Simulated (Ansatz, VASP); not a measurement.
Rb2Ir in VASP and in Ansatz

```
Rb Ir
1.0
     0.00000    3.99136    3.99136
     3.99136    0.00000    3.99136
     3.99136    3.99136    0.00000
Rb Ir
2 1
Direct
  0.25000 0.25000 0.25000
  0.75000 0.75000 0.75000
  0.00000 0.00000 0.00000
```

Alike in both runs: functional PBE; k mesh 4 × 4 × 4; occupations gaussian, width 0.1 eV; no spin polarisation.

Ansatz relaxed the structure, and its values are those at the end. VASP's run is a single point on that final structure, the one shown.

|  | VASP | Ansatz |
| --- | --- | --- |
| version | VASP 6.6.1 | Ansatz 0.2.0 |
| potentials or method | VASP PAW PBE potentials, release 64 (Rb_sv, Ir), cutoff 520 eV | scalar-relativistic, plane waves, PAW |
| valence electrons in the cell | 27 | 35 |

|  | VASP | Ansatz | Ansatz less VASP |
| --- | --- | --- | --- |
| gap on the k mesh at the Fermi level (eV) | none | none | - |
| pressure (GPa) | 0.4 | 0.4 | -0.03 |

A gap of «none» marks a metal or a gap that the smearing closes. VASP's potentials hold 27 valence electrons a cell and Ansatz's 35, so a difference there can come from the potentials and not from the codes.

Neither program's run includes spin-orbit coupling.
